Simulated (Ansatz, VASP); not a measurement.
# Two plane-wave programs on ZnS

INCAR

```
PREC = Accurate
ENCUT = 500
EDIFF = 1E-6
ISMEAR = 0
SIGMA = 0.01
LREAL = False
LASPH = True
NELM = 120
ALGO = Normal
ISIF = 2
LWAVE = False
LCHARG = False
GGA = PE
NBANDS = 86
GGA_COMPAT = False
```

The input KPOINTS:

```
regular mesh
0
Gamma
  6 6 1
```

POSCAR

```
ZnS
1.0
    3.8200000000      0.0000000000      0.0000000000
   -1.9100000000      3.3082170425      0.0000000000
    0.0000000000      0.0000000000     24.9600000000
Zn S
8 8
Direct
    0.0000000000      0.0000000000      0.0000000000
    0.0000000000      0.0000000000      0.5000000000
    0.3333333333      0.6666666667      0.1250000000
    0.6666666667      0.3333333333      0.6250000000
    0.3333333333      0.6666666667      0.3750000000
    0.6666666667      0.3333333333      0.8750000000
    0.3333333333      0.6666666667      0.7500000000
    0.6666666667      0.3333333333      0.2500000000
    0.0000000000      0.0000000000      0.0938000000
    0.0000000000      0.0000000000      0.5938000000
    0.3333333333      0.6666666667      0.2188000000
    0.6666666667      0.3333333333      0.7188000000
    0.3333333333      0.6666666667      0.4688000000
    0.6666666667      0.3333333333      0.9688000000
    0.3333333333      0.6666666667      0.8438000000
    0.6666666667      0.3333333333      0.3438000000
```

Input for Ansatz:

```yaml
crystal:
  lattice:
    a: 3.82
    b: 3.82
    c: 24.96
    alpha: 90.0
    beta: 90.0
    gamma: 120.0
  space_group: 186
  atoms:
    - { symbol: Zn, position: [0.0, 0.0, 0.0] }
    - { symbol: Zn, position: [0.3333333333333333, 0.6666666666666666, 0.125] }
    - { symbol: Zn, position: [0.3333333333333333, 0.6666666666666666, 0.375] }
    - { symbol: Zn, position: [0.3333333333333333, 0.6666666666666666, 0.75] }
    - { symbol: S, position: [0.0, 0.0, 0.0938] }
    - { symbol: S, position: [0.3333333333333333, 0.6666666666666666, 0.2188] }
    - { symbol: S, position: [0.3333333333333333, 0.6666666666666666, 0.4688] }
    - { symbol: S, position: [0.3333333333333333, 0.6666666666666666, 0.8438] }
kpoints:
  mp_grid:
    grid: [6, 6, 1]
scf:
  occupations:
    method: fixed
output:
  write_density: true
  volumetric_format: cube
  dos:
    de: 0.05
    projected: true
  eigenvalues: true
```

Alike in both runs: task single point; functional PBE; k mesh 6 × 6 × 1; no spin polarisation.

|  | VASP | Ansatz |
| --- | --- | --- |
| version | VASP 6.6.1 | Ansatz 0.2.0 |
| potentials or method | VASP PAW PBE potentials, release 64 (Zn, S) | plane waves, PAW |
| plane-wave cutoff (eV) | 500 | 420 |
| occupations | gaussian, width 0.01 eV | fixed |
| valence electrons in the cell | 144 | 144 |

|  | VASP | Ansatz | Ansatz less VASP |
| --- | --- | --- | --- |
| gap on the k mesh at the Fermi level (eV) | 2.14 | 2.13 | -0.005 |
